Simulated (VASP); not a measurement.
# AgCl (Fm-3m) in VASP: further runs

The runs below take AgCl through single point, relaxation of cell and atoms, with r2SCAN.

All numbers are computed with VASP 6.6.1; they aren't measurements. Logs are shortened: lines on timing, memory, paths and dates and some standing lists are left out, and cuts for length are marked.

**1. The cell of the first run**

Symmetry: Fm-3m, No. 225, cubic system. Conventional cell: a = 5.630 Å, b = 5.630 Å, c = 5.630 Å, α = 90.00°, β = 90.00°, γ = 90.00°. Within 3.7 Å of Ag (site symmetry m-3m) lie 6 Cl at 2.81 Å. Cl (site symmetry m-3m) has 6 Ag at 2.81 Å within 3.7 Å.

**2. Single point, r2SCAN**

POSCAR reads:

```
AgCl
1.0
    2.8147764300      2.8147764300      0.0000000000
   -2.8147764300      2.8147764300      0.0000000000
    0.0000000000      2.8147764300      2.8147764300
Ag Cl
1 1
Direct
    0.0000000000      0.0000000000      0.0000000000
    0.5000000000      0.5000000000      0.0000000000
```

INCAR.step1 reads:

```
SYSTEM = AgCl
PREC     = Accurate       ! precision mode
ENCUT    = 520            ! plane-wave cutoff, eV
ISMEAR   = 0              ! smearing method
SIGMA    = 0.01           ! smearing width, eV
LREAL    = .False.        ! projectors in reciprocal space
LASPH    = .True.         ! aspherical terms in the spheres
NELM     = 100            ! most SCF steps
NBANDS   = 16             ! bands
GGA      = PE             ! functional
ALGO     = Normal         ! electronic algorithm
EDIFF    = 1E-4           ! SCF threshold, eV
LWAVE    = .True.         ! write WAVECAR
LCHARG   = .False.        ! write CHGCAR
```

INCAR.step2 reads:

```
SYSTEM = AgCl
PREC     = Accurate       ! precision mode
ENCUT    = 520            ! plane-wave cutoff, eV
EDIFF    = 1E-6           ! SCF threshold, eV
ISMEAR   = 0              ! smearing method
SIGMA    = 0.01           ! smearing width, eV
LREAL    = .False.        ! projectors in reciprocal space
LASPH    = .True.         ! aspherical terms in the spheres
NELM     = 100            ! most SCF steps
ALGO     = Normal         ! electronic algorithm
ISIF     = 2              ! what is computed and relaxed
LWAVE    = .False.        ! write WAVECAR
LCHARG   = .False.        ! write CHGCAR
METAGGA  = R2SCAN         ! meta-GGA
LMIXTAU  = .True.       
NBANDS   = 16             ! bands
ISTART   = 1
```

KPOINTS reads:

```
Automatic mesh
0
Gamma
  8 8 8
  0 0 0
```

Potentials or basis: VASP PAW PBE potentials, release 64 (Ag, Cl).

Command:

```sh
$ cat potpaw_PBE.64/Ag/POTCAR potpaw_PBE.64/Cl/POTCAR > POTCAR
$ cp INCAR.step1 INCAR
$ mpirun -np 1 vasp_std > vasp.out
$ cp INCAR.step2 INCAR
$ mpirun -np 1 vasp_std > vasp.out
```

OUTCAR:

```text
SYSTEM = AgCl
   PREC = Accurate
   ENCUT = 520
   EDIFF = 1E-6
   ISMEAR = 0
   LREAL = .False.
   LASPH = .True.
   NELM = 100
   ISIF = 2
   METAGGA = R2SCAN
   ISTART = 1

 ion  position               nearest neighbor table
   1  0.000  0.000  0.000-   2 2.81   2 2.81   2 2.81   2 2.81   2 2.81   2 2.81
   2  0.500  0.500  0.000-   1 2.81   1 2.81   1 2.81   1 2.81   1 2.81   1 2.81

  LATTYP: Found a face centered cubic cell.
 ALAT       =     5.6295528600

  Lattice vectors:

 A1 = (   0.0000000000,   2.8147764300,   2.8147764300)
 A2 = (   2.8147764300,   0.0000000000,   2.8147764300)
 A3 = (   2.8147764300,   2.8147764300,   0.0000000000)

Analysis of symmetry for initial positions (statically):
=====================================================================
 Subroutine PRICEL returns:
 Original cell was already a primitive cell.

 Routine SETGRP: Setting up the symmetry group for a
 face centered cubic supercell.

 Subroutine GETGRP returns: Found 48 space group operations
 (whereof 48 operations were pure point group operations)
 out of a pool of 48 trial point group operations.

The static configuration has the point symmetry O_h .

Analysis of symmetry for dynamics (positions and initial velocities):
=====================================================================
 Subroutine PRICEL returns:
 Original cell was already a primitive cell.

 Routine SETGRP: Setting up the symmetry group for a
 face centered cubic supercell.

 Subroutine GETGRP returns: Found 48 space group operations
 (whereof 48 operations were pure point group operations)
 out of a pool of 48 trial point group operations.

The dynamic configuration has the point symmetry O_h .

 Subroutine INISYM returns: Found 48 space group operations
 (whereof 48 operations are pure point group operations),
 and found     1 'primitive' translations

----------------------------------------------------------------------------------------

                                     Primitive cell

  volume of cell :      44.6028

  direct lattice vectors                    reciprocal lattice vectors
     2.814776430  2.814776430  0.000000000     0.177634001  0.177634001 -0.177634001
    -2.814776430  2.814776430  0.000000000    -0.177634001  0.177634001 -0.177634001
     0.000000000  2.814776430  2.814776430     0.000000000  0.000000000  0.355268003

  length of vectors
     3.980695002  3.980695002  3.980695002     0.307671115  0.307671115  0.355268003

  position of ions in fractional coordinates (direct lattice)
     0.000000000  0.000000000  0.000000000
     0.500000000  0.500000000  0.000000000

  ion indices of the primitive-cell ions
   primitive index   ion index
                 1           1
                 2           2

----------------------------------------------------------------------------------------

 KPOINTS: Automatic mesh

Automatic generation of k-mesh.
 Grid dimensions read from file:
 generate k-points for:    8    8    8

 Generating k-lattice:

  Cartesian coordinates                     Fractional coordinates (reciprocal lattice)
     0.022204250  0.022204250 -0.022204250     0.125000000  0.000000000  0.000000000
    -0.022204250  0.022204250 -0.022204250     0.000000000  0.125000000  0.000000000
     0.000000000  0.000000000  0.044408500     0.000000000  0.000000000  0.125000000

  Length of vectors
     0.038458889  0.038458889  0.044408500

  Shift w.r.t. Gamma in fractional coordinates (k-lattice)
     0.000000000  0.000000000  0.000000000

 Subroutine IBZKPT returns following result:
 ===========================================

 Found     29 irreducible k-points:

 Following reciprocal coordinates:
            Coordinates               Weight
  0.000000  0.000000  0.000000      1.000000
  0.125000  0.000000  0.000000      8.000000
  0.250000  0.000000  0.000000      8.000000
  0.375000  0.000000  0.000000      8.000000
  0.500000  0.000000  0.000000      4.000000
  0.125000  0.125000  0.000000     12.000000
[... 16 lines left out ...]
  0.375000  0.250000  0.125000     48.000000
  0.500000  0.250000  0.125000     24.000000
 [... further k-points ...]
   k-points           NKPTS =     29   k-points in BZ     NKDIM =     29   number of bands    NBANDS=     16
   number of dos      NEDOS =    301   number of ions     NIONS =      2
   total plane-waves  NPLWV =  27000
   dimension x,y,z NGX =    30 NGY =   30 NGZ =   30
   dimension x,y,z NGXF=    60 NGYF=   60 NGZF=   60
   ions per type =               1   1
   NGX,Y,Z   is equivalent  to a cutoff of  12.53, 12.53, 12.53 a.u.
   NGXF,Y,Z  is equivalent  to a cutoff of  25.06, 25.06, 25.06 a.u.
 SYSTEM =  AgCl
   PREC   = accura    normal or accurate (medium, high low for compatibility)
   ISTART =      1    job   : 0-new  1-cont  2-samecut
   ICHARG =      0    charge: 1-file 2-atom 10-const
   ISPIN  =      1    spin polarized calculation?
   LNONCOLLINEAR =      F non collinear calculations
   LSORBIT =      F    spin-orbit coupling
   LASPH  =      T    aspherical Exc in radial PAW
   ENCUT  =  520.0 eV  38.22 Ry    6.18 a.u.   7.40  7.40  7.40*2*pi/ulx,y,z
   NELM   =    100;   NELMIN=  2; NELMDL=  0     # of ELM steps
   EDIFF  = 0.1E-05   stopping-criterion for ELM
   LREAL  =      F    real-space projection
[... 7 lines left out ...]
   TEBEG  =    0.0;   TEEND  =   0.0 temperature during run
   PSTRESS=    0.0 pullay stress
   NELECT =      18.0000    total number of electrons
   NUPDOWN=      -1.0000    fix difference up-down
   EMIN   =  10.00;   EMAX   =-10.00  energy-range for DOS
   EFERMI =   0.00;   METHOD = LEGACY
   ISMEAR =     0;   SIGMA  =   0.01  broadening in eV -4-tet -1-fermi 0-gaus
   EFERMI_NEDOS =   21; number of points for ismear=-14 and -15
   IALGO  =     38    algorithm
   IMIX   =      4    mixing-type and parameters
     AMIX     =   0.40;   BMIX     =  1.00
     AMIX_MAG =   1.60;   BMIX_MAG =  1.00
  volume/ion in A,a.u.               =      22.30       150.50
  Fermi-wavevector in a.u.,A,eV,Ry     =   1.209795  2.286181 19.913538  1.463604
  Thomas-Fermi vector in A             =   2.345361
   LORBIT       =      0    0 simple, 1 ext, 2 COOP (PROOUT), +10 PAW based schemes
   METAGGA = R2SCAN    functional components
   LHFCALC =     F    Hartree Fock is set to
   AEXX    =    0.0000 exact exchange contribution
   IVDW    =     0    specifies the selected vdW correction
   LEPSILON=     F    determine dielectric tensor
   LRPA    =     F    only Hartree local field effects (RPA)
 non-spin polarized calculation
 Gauss-broadening in eV      SIGMA  =   0.01
  energy-cutoff  :      520.00
  volume of cell :       44.60
 maximum number of plane-waves:      1243
 NGX is ok and might be reduce to    30
   NGX = 15   NGY = 15   NGZ = 15

 number of electron      17.9999993 magnetization

 Free energy of the ion-electron system (eV)
  ---------------------------------------------------
  ext. energy  EPLUGINS =         0.00000000
  ---------------------------------------------------
  free energy    TOTEN  =       -28.63009824 eV

  energy without entropy =      -28.63009824  energy(sigma->0) =      -28.63009824

 E-fermi :   3.1136     XC(G=0): -10.2624

 val. band max:        2.9762119580   @ k =   0.5000   0.0000   0.0000
 cond. band min:       4.4050755796   @ k =   0.0000   0.0000   0.0000
 fundamental gap:      1.4288636216
 Fermi energy:         3.1135889943

 k-point     1 :       0.0000    0.0000    0.0000
  band No.  band energies     occupation
      1     -12.5360      2.00000
      2       0.7182      2.00000
      3       0.7182      2.00000
      4       0.7182      2.00000
      5       0.7223      2.00000
      6       0.7223      2.00000
[... 8 lines left out ...]
     15      16.9147      0.00000
     16      16.9147      0.00000

 k-point     2 :       0.1250    0.0000    0.0000
  band No.  band energies     occupation
      1     -12.4835      2.00000
      2      -0.0108      2.00000
      3       0.0399      2.00000
      4       0.0399      2.00000
      5       0.7672      2.00000
      6       0.7673      2.00000
[... 8 lines left out ...]
     15      15.5957      0.00000
     16      16.2066      0.00000

 k-point     3 :       0.2500    0.0000    0.0000
  band No.  band energies     occupation
      1     -12.3522      2.00000
      2      -0.9795      2.00000
      3      -0.5171      2.00000
      4      -0.5171      2.00000
      5       0.8777      2.00000
      6       0.8777      2.00000
[... 8 lines left out ...]
     15      15.8295      0.00000
     16      16.0134      0.00000

 k-point     4 :       0.3750    0.0000    0.0000
  band No.  band energies     occupation
      1     -12.2138      2.00000
      2      -1.7142      2.00000
      3      -0.8727      2.00000
      4      -0.8727      2.00000
      5       0.9919      2.00000
      6       0.9919      2.00000
[... 8 lines left out ...]
     15      16.7451      0.00000
     16      16.7451      0.00000

 k-point     5 :       0.5000    0.0000    0.0000
  band No.  band energies     occupation
      1     -12.1543      2.00000
      2      -1.9839      2.00000
      3      -0.9948      2.00000
      4      -0.9948      2.00000
      5       1.0403      2.00000
      6       1.0403      2.00000
[... 8 lines left out ...]
     15      17.3806      0.00000
     16      17.3807      0.00000

 k-point     6 :       0.1250    0.1250    0.0000
  band No.  band energies     occupation
      1     -12.4065      2.00000
      2      -0.7015      2.00000
      3      -0.4368      2.00000
      4       0.0492      2.00000
      5       0.7908      2.00000
      6       0.8791      2.00000
[... 8 lines left out ...]
     15      16.4638      0.00000
     16      17.2382      0.00000
[... 267 lines left out ...]
 k-point    21 :       0.5000    0.5000    0.0000
  band No.  band energies     occupation
      1     -12.1352      2.00000
      2      -1.1421      2.00000
      3       0.0387      2.00000
      4       0.0387      2.00000
      5       0.4331      2.00000
      6       0.9334      2.00000
[... 8 lines left out ...]
     15      18.7639      0.00000
     16      18.7639      0.00000

 k-point    22 :       0.2500    0.2500    0.1250
  band No.  band energies     occupation
      1     -12.2717      2.00000
      2      -1.3542      2.00000
      3      -0.5986      2.00000
      4      -0.2310      2.00000
      5       0.7971      2.00000
      6       0.9873      2.00000
[... 8 lines left out ...]
     15      17.7331      0.00000
     16      18.9122      0.00000

 k-point    23 :       0.3750    0.2500    0.1250
  band No.  band energies     occupation
      1     -12.1727      2.00000
      2      -1.5416      2.00000
      3      -0.8827      2.00000
      4      -0.6225      2.00000
      5       0.9055      2.00000
      6       1.0499      2.00000
[... 8 lines left out ...]
     15      17.9855      0.00000
     16      18.6850      0.00000

 k-point    24 :       0.5000    0.2500    0.1250
  band No.  band energies     occupation
      1     -12.1307      2.00000
      2      -1.5925      2.00000
      3      -0.9208      2.00000
      4      -0.8858      2.00000
      5       0.9835      2.00000
      6       1.0429      2.00000
[... 8 lines left out ...]
     15      17.0681      0.00000
     16      18.5338      0.00000

 [... further k-points ...]
[... 5 lines left out ...]
  --------------------------------------------------------------------------------------
  -------------------------------------------------------------------------------------
  Total       -0.5899073     -0.5899073     -0.5899073      0.0000000      0.0000000     -0.0000000
  in kB      -21.1900832    -21.1900832    -21.1900832      0.0000000      0.0000000     -0.0000000
  external PRESSURE =     -21.1900832 kB  Pullay stress =       0.0000000 kB

 VOLUME and BASIS-vectors are now :
 -----------------------------------------------------------------------------
  energy-cutoff  :      520.00
  volume of cell :       44.60
      direct lattice vectors                 reciprocal lattice vectors
     2.814776430  2.814776430  0.000000000     0.177634001  0.177634001 -0.177634001
    -2.814776430  2.814776430  0.000000000    -0.177634001  0.177634001 -0.177634001
     0.000000000  2.814776430  2.814776430     0.000000000  0.000000000  0.355268003

 POSITION                                       TOTAL-FORCE (eV/Angst)
 -----------------------------------------------------------------------------------
      0.00000      0.00000      0.00000         0.000000     -0.000000      0.000000
      0.00000      2.81478      0.00000        -0.000000      0.000000      0.000000
 -----------------------------------------------------------------------------------
    total drift:                               -0.000000     -0.000000      0.000000

  FREE ENERGIE OF THE ION-ELECTRON SYSTEM (eV)
  ---------------------------------------------------
  free  energy   TOTEN  =       -28.6300982378 eV

  energy  without entropy=      -28.6300982378  energy(sigma->0) =      -28.63009824
```

It took 61 s on 1 thread of Intel Xeon Platinum 8488C (Sapphire Rapids), shared host; peak memory 0.18 GiB.

What came out:

```yaml
Free_energy: -28.6301 eV
Pressure: -2.1 GPa
Band_gap_on_the_k_mesh: 1.43 eV (least direct gap 3.56 eV)
```

Levels at points of the mesh, in eV from the valence-band top:
```csv
k point,band 7,band 8,band 9,band 10,band 11,band 12
"(0.00, 0.00, 0.00)",-2.25,-2.21,-2.21,1.43,11.35,11.35
"(0.50, 0.00, 0.00)",-1.64,0.00,0.00,4.82,6.91,8.35
"(0.50, 0.50, 0.00)",-1.83,-1.83,-1.75,3.00,8.40,9.08
```

Caveat: the PAW data sets were made with another functional, which shifts forces and pressure a little. A k mesh can miss the band edges.

**3. Single point, r2SCAN**

POSCAR is that of step 2.

INCAR.step1 reads:

```
PREC = Accurate
ENCUT = 520
ISMEAR = 0
SIGMA = 0.01
LREAL = False
LASPH = True
NELM = 60
NBANDS = 16
GGA = PE
ALGO = Normal
EDIFF = 1E-4
LWAVE = True
LCHARG = False
```

INCAR.step2 reads:

```
PREC = Accurate
ENCUT = 520
EDIFF = 1E-6
ISMEAR = 0
SIGMA = 0.01
LREAL = False
LASPH = True
NELM = 60
ALGO = Normal
ISIF = 2
LWAVE = False
LCHARG = False
METAGGA = R2SCAN
LMIXTAU = True
NBANDS = 16
ISTART = 1
```

KPOINTS reads:

```
regular mesh
0
Gamma
  8 8 8
```

Potentials or basis: VASP PAW PBE potentials, release 64 (Ag, Cl).

Command:

```sh
$ cat potpaw_PBE.64/Ag/POTCAR potpaw_PBE.64/Cl/POTCAR > POTCAR
$ cp INCAR.step1 INCAR
$ mpirun -np 1 vasp_std > vasp.out
$ cp INCAR.step2 INCAR
$ mpirun -np 1 vasp_std > vasp.out
```

Wall time 64 s (1 thread of Intel Xeon Platinum 8488C (Sapphire Rapids), shared host); peak memory 0.18 GiB.

The run converged. Its results:

| Quantity | Value |
| --- | --- |
| Free energy | -28.6301 eV |
| Pressure | -2.1 GPa |
| Band gap on the k mesh | 1.43 eV (least direct gap 3.56 eV) |

Levels at points of the mesh, in eV from the valence-band top:
```
           k point  band 7  band 8  band 9  band 10  band 11  band 12
(0.00, 0.00, 0.00)   -2.25   -2.21   -2.21     1.43    11.35    11.35
(0.50, 0.00, 0.00)   -1.64    0.00    0.00     4.82     6.91     8.35
(0.50, 0.50, 0.00)   -1.83   -1.83   -1.75     3.00     8.40     9.08
```

Caveat: the PAW data sets were made with another functional, which shifts forces and pressure a little. A k mesh can miss the band edges.

**4. Relaxation of cell and atoms, r2SCAN, target pressure -2 GPa, at which the enthalpy is minimised**

This run uses another cell than the first one, of 21.31 Å³/atom.

POSCAR reads:

```
AgCl
1.0
    2.7726427127      2.7726427127      0.0000000000
   -2.7726427127      2.7726427127      0.0000000000
    0.0000000000      2.7726427127      2.7726427127
Ag Cl
1 1
Direct
    0.0000000000      0.0000000000      0.0000000000
    0.5000000000      0.5000000000      0.0000000000
```

INCAR.step1 reads:

```
PREC = Accurate
ENCUT = 600
ISMEAR = 0
SIGMA = 0.01
LREAL = F
LASPH = T
NELM = 100
GGA = PE
ALGO = Normal
EDIFF = 1E-4
LWAVE = T
LCHARG = F
```

INCAR.step2 reads:

```
PREC = Accurate
ENCUT = 600
EDIFF = 1E-7
ISMEAR = 0
SIGMA = 0.01
LREAL = F
LASPH = T
NELM = 100
ALGO = Normal
ISIF = 3
LWAVE = F
LCHARG = F
METAGGA = R2SCAN
LMIXTAU = T
IBRION = 2
NSW = 100
EDIFFG = -0.002
PSTRESS = -20.0
ISTART = 1
```

KPOINTS is that of step 3.

Command:

```sh
$ cat potpaw_PBE.64/Ag/POTCAR potpaw_PBE.64/Cl/POTCAR > POTCAR
$ cp INCAR.step1 INCAR
$ mpirun -np 1 vasp_std > vasp.out
$ cp INCAR.step2 INCAR
$ mpirun -np 1 vasp_std > vasp.out
```

Wall time 2.4 min (1 thread of Intel Xeon Platinum 8488C (Sapphire Rapids), shared host); peak memory 0.21 GiB.

The run converged. Its results:

* Free energy: -28.6317 eV
* Relaxed volume: 22.24 Å³/atom
* Relaxed cell: a = 3.977 Å, b = 3.977 Å, c = 3.977 Å, α = 60.00°, β = 60.00°, γ = 90.00°
* Space group after relaxing (to 0.1 Å): Fm-3m (No. 225)
* Energy change on relaxing (the run minimises the enthalpy): +6.1 meV/atom
* Ionic steps: 4
* Pressure after relaxing: -2.0 GPa
* Band gap on the k mesh: 1.43 eV (least direct gap 3.56 eV)

The path:
| step | energy change (eV) | largest force (eV/Å) | pressure (GPa) | volume (Å³) |
| --- | --- | --- | --- | --- |
| 1 | 0.0000 | 0.0000 | -0.04 | 42.63 |
| 2 | 0.0097 | 0.0000 | -1.77 | 44.26 |
| 3 | 0.0128 | 0.0000 | -2.02 | 44.52 |
| 4 | 0.0123 | 0.0000 | -1.99 | 44.49 |

Final structure:
```
Ag Cl
1.0
     2.81231    2.81231    0.00000
    -2.81231    2.81231    0.00000
     0.00000    2.81231    2.81231
Ag Cl
1 1
Direct
  0.00000 0.00000 0.00000
  0.50000 0.50000 0.00000
```

Levels at points of the mesh, in eV from the valence-band top:
| k point | band 6 | band 7 | band 8 | band 9 | band 10 | band 11 | band 12 | band 13 |
| --- | --- | --- | --- | --- | --- | --- | --- | --- |
| (0.00, 0.00, 0.00) | -2.26 | -2.26 | -2.22 | -2.22 | 1.43 | 11.35 | 11.35 | 11.35 |
| (0.50, 0.00, 0.00) | -1.94 | -1.64 | 0.00 | 0.00 | 4.81 | 6.93 | 8.35 | 8.35 |
| (0.50, 0.50, 0.00) | -2.05 | -1.84 | -1.84 | -1.75 | 3.00 | 8.40 | 9.09 | 12.11 |

Caveat: the cell is relaxed towards a set pressure, so the run minimises the enthalpy, not the energy; the PAW data sets were made with another functional, which shifts forces and pressure a little. A k mesh can miss the band edges.

[end of part 1 of 2]
